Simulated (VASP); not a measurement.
# TiSe (P6_3/mmc) in VASP: settings compared

TiSe is run at these levels: PBEsol+D3(BJ), LDA, PBEsol; tasks: single point, relaxation of cell and atoms.

All numbers are computed with VASP 6.6.1; they aren't measurements. Logs are shortened: lines on timing, memory, paths and dates and some standing lists are left out, and cuts for length are marked.

**1. The cell of the first run**

The structure is hexagonal, space group P6_3/mmc (No. 194). Conventional cell: a = 3.305 Å, b = 3.305 Å, c = 6.690 Å, α = 90.00°, β = 90.00°, γ = 120.00°. Within 3.4 Å of Ti (site symmetry -3m) lie 6 Se at 2.54 Å and 8 Ti at 3.31 to 3.34 Å. Within 3.4 Å of Se (site symmetry -6m2) lie 6 Ti at 2.54 Å and 6 Se at 3.31 Å.

**2. Single point, PBEsol+D3(BJ)**

Contents of INCAR:

```
PREC = Accurate
ENCUT = 520
EDIFF = 1E-7
ISMEAR = -1
SIGMA = 0.1
LREAL = False
LASPH = True
NELM = 60
ALGO = Normal
ISIF = 2
LWAVE = False
LCHARG = False
GGA = PS
IVDW = 12
NBANDS = 26
```

Contents of KPOINTS:

```
regular mesh
0
Gamma
  9 9 4
```

Contents of POSCAR:

```
TiSe
1.0
    3.3052308984      0.0000000000      0.0000000000
   -1.6526154492      2.8624139234      0.0000000000
    0.0000000000      0.0000000000      6.6899045618
Ti Se
2 2
Direct
    0.0000000000      0.0000000000      0.0000000000
    0.0000000000      0.0000000000      0.5000000000
    0.3333333333      0.6666666667      0.2500000000
    0.6666666667      0.3333333333      0.7500000000
```

Potentials or basis: VASP PAW PBE potentials, release 64 (Ti_sv, Se).

The run is started by

```sh
$ cat potpaw_PBE.64/Ti_sv/POTCAR potpaw_PBE.64/Se/POTCAR > POTCAR
$ mpirun -np 1 vasp_std > vasp.out
```

OUTCAR:

```text
PREC = Accurate
   ENCUT = 520
   EDIFF = 1E-7
   ISMEAR = -1
   LREAL = False
   LASPH = True
   NELM = 60
   ISIF = 2
   GGA = PS
   IVDW = 12
 IVDW          = 12

 ion  position               nearest neighbor table
   1  0.000  0.000  0.000-   3 2.54   4 2.54   4 2.54   3 2.54   4 2.54   3 2.54
   2  0.000  0.000  0.500-   3 2.54   4 2.54   4 2.54   3 2.54   4 2.54   3 2.54
   3  0.333  0.667  0.250-   1 2.54   2 2.54   1 2.54   2 2.54   1 2.54   2 2.54
   4  0.667  0.333  0.750-   1 2.54   2 2.54   1 2.54   2 2.54   1 2.54   2 2.54

  LATTYP: Found a hexagonal cell.
 ALAT       =     3.3052308984
 C/A-ratio  =     2.0240354660

  Lattice vectors:

 A1 = (   3.3052308984,   0.0000000000,   0.0000000000)
 A2 = (  -1.6526154492,   2.8624139234,   0.0000000000)
 A3 = (   0.0000000000,   0.0000000000,   6.6899045618)

Analysis of symmetry for initial positions (statically):
=====================================================================
 Subroutine PRICEL returns:
 Original cell was already a primitive cell.

 Routine SETGRP: Setting up the symmetry group for a
 hexagonal supercell.

 Subroutine GETGRP returns: Found 24 space group operations
 (whereof 12 operations were pure point group operations)
 out of a pool of 24 trial point group operations.

The static configuration has the point symmetry D_3d.
 The point group associated with its full space group is D_6h.

Analysis of symmetry for dynamics (positions and initial velocities):
=====================================================================
 Subroutine PRICEL returns:
 Original cell was already a primitive cell.

 Routine SETGRP: Setting up the symmetry group for a
 hexagonal supercell.

 Subroutine GETGRP returns: Found 24 space group operations
 (whereof 12 operations were pure point group operations)
 out of a pool of 24 trial point group operations.

The dynamic configuration has the point symmetry D_3d.
 The point group associated with its full space group is D_6h.

 Subroutine INISYM returns: Found 24 space group operations
 (whereof 12 operations are pure point group operations),
 and found     1 'primitive' translations

----------------------------------------------------------------------------------------

                                     Primitive cell

  volume of cell :      63.2928

  direct lattice vectors                    reciprocal lattice vectors
     3.305230898  0.000000000  0.000000000     0.302550724  0.174677742  0.000000000
    -1.652615449  2.862413923  0.000000000     0.000000000  0.349355483  0.000000000
[... 92 lines left out ...]
   NSW    =      0    number of steps for IOM
   IBRION =     -1    ionic relax: 0-MD 1-quasi-New 2-CG
   NFREE  =      0    steps in history (QN), initial steepest desc. (CG)
   ISIF   =      2    stress and relaxation
   ISYM   =      2    0-nonsym 1-usesym 2-fastsym
   POTIM  = 0.5000    time-step for ionic-motion
   TEBEG  =    0.0;   TEEND  =   0.0 temperature during run
   PSTRESS=    0.0 pullay stress
   NELECT =      36.0000    total number of electrons
   NUPDOWN=      -1.0000    fix difference up-down
   EMIN   =  10.00;   EMAX   =-10.00  energy-range for DOS
   EFERMI =   0.00;   METHOD = LEGACY
   ISMEAR =    -1;   SIGMA  =   0.10  broadening in eV -4-tet -1-fermi 0-gaus
   EFERMI_NEDOS =   21; number of points for ismear=-14 and -15
   IALGO  =     38    algorithm
   IMIX   =      4    mixing-type and parameters
     AMIX     =   0.40;   BMIX     =  1.00
     AMIX_MAG =   1.60;   BMIX_MAG =  1.00
  volume/ion in A,a.u.               =      15.82       106.78
  Fermi-wavevector in a.u.,A,eV,Ry     =   1.356410  2.563243 25.032648  1.839848
  Thomas-Fermi vector in A             =   2.483415
   LORBIT       =      0    0 simple, 1 ext, 2 COOP (PROOUT), +10 PAW based schemes
   GGA     = PS    functional components
   LHFCALC =     F    Hartree Fock is set to
   AEXX    =    0.0000 exact exchange contribution
   IVDW    =    12    specifies the selected vdW correction
   LEPSILON=     F    determine dielectric tensor
   LRPA    =     F    only Hartree local field effects (RPA)
 non-spin polarized calculation
  energy-cutoff  :      520.00
  volume of cell :       63.29
 maximum number of plane-waves:      1729
 NGX is ok and might be reduce to    28
   NGX = 13   NGY = 13   NGZ = 25

 number of electron      36.0000001 magnetization

 Free energy of the ion-electron system (eV)
  ---------------------------------------------------
  ext. energy  EPLUGINS =         0.00000000
  ---------------------------------------------------
  free energy    TOTEN  =       -29.16643062 eV

  energy without entropy =      -29.08981029  energy(sigma->0) =      -29.12812045

 E-fermi :   9.3995     XC(G=0): -11.8764

 val. band max:        9.3872240997   @ k =   0.1111   0.0000   0.2500
 cond. band min:       9.4049773075   @ k =   0.2222   0.2222   0.2500
 fundamental gap:      0.0177532078
 Fermi energy:         9.3994722840

 k-point     1 :       0.0000    0.0000    0.0000
  band No.  band energies     occupation
      1     -47.5634      2.00000
      2     -47.5536      2.00000
      3     -24.1383      2.00000
      4     -23.9888      2.00000
      5     -23.8771      2.00000
      6     -23.8771      2.00000
[... 685 lines left out ...]
     25      13.1564      0.00000
     26      13.1564      0.00000

 [... further k-points ...]

------------------------ aborting loop because EDIFF is reached ----------------------------------------

 Edisp (eV)   -2.25298

 E8    (eV) :    -1.5073

  FORCE on cell =-STRESS in cart. coord.  units (eV):
  Direction    XX          YY          ZZ          XY          YZ          ZX
  --------------------------------------------------------------------------------------
  -------------------------------------------------------------------------------------
  Total       0.13065     0.13065     0.15292     0.00000     0.00000     0.00000
  in kB       3.30716     3.30716     3.87106     0.00000     0.00000     0.00000
  external pressure =        3.50 kB  Pullay stress =        0.00 kB

 VOLUME and BASIS-vectors are now :
 -----------------------------------------------------------------------------
  energy-cutoff  :      520.00
  volume of cell :       63.29
      direct lattice vectors                 reciprocal lattice vectors
     3.305230898  0.000000000  0.000000000     0.302550724  0.174677742  0.000000000
    -1.652615449  2.862413923  0.000000000     0.000000000  0.349355483  0.000000000
     0.000000000  0.000000000  6.689904562     0.000000000  0.000000000  0.149478964

 POSITION                                       TOTAL-FORCE (eV/Angst)
 -----------------------------------------------------------------------------------
      0.00000      0.00000      0.00000        -0.000000      0.000000      0.000000
      0.00000      0.00000      3.34495        -0.000000      0.000000      0.000000
     -0.00000      1.90828      1.67248        -0.000000      0.000000     -0.000000
      1.65262      0.95414      5.01743         0.000000     -0.000000      0.000000
 -----------------------------------------------------------------------------------
    total drift:                               -0.000000      0.000000      0.000000

  FREE ENERGIE OF THE ION-ELECTRON SYSTEM (eV)
  ---------------------------------------------------
  free  energy   TOTEN  =       -31.4194122764 eV

  energy  without entropy=      -31.3427919497  energy(sigma->0) =      -31.38110211
```

OSZICAR:

```text
N       E                     dE             d eps       ncg     rms          rms(c)
DAV:   1     0.400327928000E+03    0.40033E+03   -0.17710E+04  1880   0.155E+03
DAV:   2     0.138847157137E+02   -0.38644E+03   -0.37580E+03  1896   0.448E+02
DAV:   3    -0.290983546021E+02   -0.42983E+02   -0.41932E+02  3018   0.133E+02
DAV:   4    -0.319418488704E+02   -0.28435E+01   -0.28268E+01  2568   0.293E+01
DAV:   5    -0.320746503557E+02   -0.13280E+00   -0.13274E+00  2686   0.542E+00    0.168E+01
DAV:   6    -0.292569676380E+02    0.28177E+01   -0.15949E+01  2484   0.353E+01    0.479E+00
DAV:   7    -0.291861833337E+02    0.70784E-01   -0.11814E+00  2230   0.101E+01    0.364E+00
DAV:   8    -0.291681256929E+02    0.18058E-01   -0.17086E-01  2304   0.300E+00    0.774E-01
DAV:   9    -0.291659649035E+02    0.21608E-02   -0.23652E-02  2374   0.143E+00    0.308E-01
DAV:  10    -0.291664961461E+02   -0.53124E-03   -0.20783E-03  2466   0.350E-01    0.104E-01
DAV:  11    -0.291664313818E+02    0.64764E-04   -0.41379E-04  2444   0.161E-01    0.339E-02
DAV:  12    -0.291664311345E+02    0.24736E-06   -0.24955E-05  2272   0.369E-02    0.128E-02
DAV:  13    -0.291664305181E+02    0.61635E-06   -0.12955E-06  2532   0.103E-02    0.555E-03
DAV:  14    -0.291664306156E+02   -0.97460E-07   -0.42475E-07  1994   0.572E-03
   1 F= -.31419412E+02 E0= -.31381102E+02  d E =-.766203E-01
```

stdout:

```text
POSCAR found type information on POSCAR TiSe
 POSCAR found :  2 types and       4 ions
 scaLAPACK will be used
 -----------------------------------------------------------------------------
|                                                                             |
|                                                                             |
|     You enforced a specific xc type in the INCAR file but a different       |
|     I HOPE YOU KNOW WHAT YOU ARE DOING!                                     |
|                                                                             |
 -----------------------------------------------------------------------------

 LDA part: xc-table for (Slater+PW92), standard interpolation
 POSCAR, INCAR and KPOINTS ok, starting setup
 FFT: planning ... GRIDC
 FFT: planning ... GRID_SOFT
 FFT: planning ... GRID
 WAVECAR not read
 entering main loop
```

Wall time 99 s (1 thread of Intel Xeon 8259CL, shared host); peak memory 0.22 GiB.

What came out:

* Free energy: -31.4194 eV
* Pressure: 0.3 GPa
* Band gap on the k mesh: zero (bands 18 and 19 overlap by 0.37 eV)
* Dispersion energy per atom: -0.563 eV

Caveat: the PAW data sets were made with another functional, which shifts forces and pressure a little.

**3. Single point, LDA**

This run uses another cell than the first one, of 16.10 Å³/atom.

Contents of INCAR:

```
SYSTEM = TiSe
PREC     = Accurate       ! precision mode
ENCUT    = 520            ! plane-wave cutoff, eV
EDIFF    = 1E-7           ! SCF threshold, eV
ISMEAR   = -1             ! smearing method
SIGMA    = 0.1            ! smearing width, eV
LREAL    = .FALSE.        ! projectors in reciprocal space
LASPH    = .TRUE.         ! aspherical terms in the spheres
NELM     = 60             ! most SCF steps
ALGO     = Normal         ! electronic algorithm
ISIF     = 2              ! what is computed and relaxed
LWAVE    = .FALSE.        ! write WAVECAR
LCHARG   = .TRUE.         ! write CHGCAR
LELF     = .TRUE.         ! ELF
LVHAR    = .TRUE.       
NBANDS   = 26             ! bands
```

Contents of KPOINTS:

```
Automatic mesh
0
G
  9 9 4
  0 0 0
```

Contents of POSCAR:

```
TiSe
1.0
    3.3393499263      0.0000000000      0.0000000000
   -1.6696749632      2.8919618683      0.0000000000
    0.0000000000      0.0000000000      6.6665886342
Ti Se
2 2
Direct
    0.0000000000      0.0000000000      0.0000000000
    0.0000000000      0.0000000000      0.5000000000
    0.3333333333      0.6666666667      0.2500000000
    0.6666666667      0.3333333333      0.7500000000
```

Potentials or basis: VASP PAW LDA potentials, release 64 (Ti_sv, Se).

The run is started by

```sh
$ cat potpaw_LDA.64/Ti_sv/POTCAR potpaw_LDA.64/Se/POTCAR > POTCAR
$ mpirun -np 1 vasp_std > vasp.out
```

OUTCAR:

```text
SYSTEM = TiSe
   PREC = Accurate
   ENCUT = 520
   EDIFF = 1E-7
   ISMEAR = -1
   LREAL = .FALSE.
   LASPH = .TRUE.
   NELM = 60
   ISIF = 2

 ion  position               nearest neighbor table
   1  0.000  0.000  0.000-   3 2.55   4 2.55   4 2.55   3 2.55   4 2.55   3 2.55
   2  0.000  0.000  0.500-   3 2.55   4 2.55   4 2.55   3 2.55   4 2.55   3 2.55
   3  0.333  0.667  0.250-   1 2.55   2 2.55   1 2.55   2 2.55   1 2.55   2 2.55
   4  0.667  0.333  0.750-   1 2.55   2 2.55   1 2.55   2 2.55   1 2.55   2 2.55

  LATTYP: Found a hexagonal cell.
 ALAT       =     3.3393499263
 C/A-ratio  =     1.9963731808

  Lattice vectors:

 A1 = (   3.3393499263,   0.0000000000,   0.0000000000)
 A2 = (  -1.6696749632,   2.8919618683,   0.0000000000)
 A3 = (   0.0000000000,   0.0000000000,   6.6665886342)

Analysis of symmetry for initial positions (statically):
=====================================================================
 Subroutine PRICEL returns:
 Original cell was already a primitive cell.

 Routine SETGRP: Setting up the symmetry group for a
 hexagonal supercell.

 Subroutine GETGRP returns: Found 24 space group operations
[... 170 lines left out ...]

 E-fermi :   9.2688     XC(G=0): -11.8828

 val. band max:        9.2668520553   @ k =   0.2222   0.2222   0.2500
 cond. band min:       9.2896474114   @ k =   0.1111   0.1111   0.5000
 fundamental gap:      0.0227953561
 Fermi energy:         9.2688005087

 k-point     1 :       0.0000    0.0000    0.0000
  band No.  band energies     occupation
      1     -47.2557      2.00000
      2     -47.2453      2.00000
      3     -24.0991      2.00000
      4     -23.9470      2.00000
      5     -23.8609      2.00000
      6     -23.8609      2.00000
[... 685 lines left out ...]
     25      12.9190      0.00000
     26      12.9190      0.00000

 [... further k-points ...]

------------------------ aborting loop because EDIFF is reached ----------------------------------------

  FORCE on cell =-STRESS in cart. coord.  units (eV):
  Direction    XX          YY          ZZ          XY          YZ          ZX
  --------------------------------------------------------------------------------------
  -------------------------------------------------------------------------------------
  Total        0.1772924      0.1772924      0.2184691     -0.0000000     -0.0000000      0.0000000
  in kB        4.4120706      4.4120706      5.4367875     -0.0000000     -0.0000000      0.0000000
  external PRESSURE =       4.7536429 kB  Pullay stress =       0.0000000 kB

 VOLUME and BASIS-vectors are now :
 -----------------------------------------------------------------------------
  energy-cutoff  :      520.00
  volume of cell :       64.38
      direct lattice vectors                 reciprocal lattice vectors
     3.339349926  0.000000000  0.000000000     0.299459482  0.172893013  0.000000000
    -1.669674963  2.891961868  0.000000000     0.000000000  0.345786025  0.000000000
     0.000000000  0.000000000  6.666588634     0.000000000  0.000000000  0.150001756

 POSITION                                       TOTAL-FORCE (eV/Angst)
 -----------------------------------------------------------------------------------
      0.00000      0.00000      0.00000        -0.000000      0.000000      0.000000
      0.00000      0.00000      3.33329        -0.000000      0.000000      0.000000
     -0.00000      1.92797      1.66665        -0.000000      0.000000      0.000000
      1.66967      0.96399      4.99994         0.000000     -0.000000     -0.000000
 -----------------------------------------------------------------------------------
    total drift:                               -0.000000      0.000000      0.000000

  FREE ENERGIE OF THE ION-ELECTRON SYSTEM (eV)
  ---------------------------------------------------
  free  energy   TOTEN  =       -30.4673112751 eV

  energy  without entropy=      -30.3839744548  energy(sigma->0) =      -30.42564286
```

Run time: 1.9 min. Hardware: 1 thread of Intel Xeon 8259CL, shared host; peak memory 0.19 GiB.

What came out:

```
Free energy            : -30.4673 eV
Pressure               : 0.5 GPa
Band gap on the k mesh : zero (bands 18 and 19 overlap by 0.36 eV)
```

Stress tensor (GPa, compression positive):
```
0.44 0.00 0.00
0.00 0.44 0.00
0.00 0.00 0.54
```

Levels at points of the mesh, in eV from the Fermi level:
| k point | band 16 | band 17 | band 18 | band 19 | band 20 | band 21 |
| --- | --- | --- | --- | --- | --- | --- |
| (0.00, 0.00, 0.00) | -0.74 | -0.74 | -0.23 | -0.23 | 0.02 | 0.02 |
| (0.00, 0.00, 0.50) | -2.54 | -0.04 | -0.04 | 0.41 | 0.41 | 0.41 |

[end of part 1 of 2]
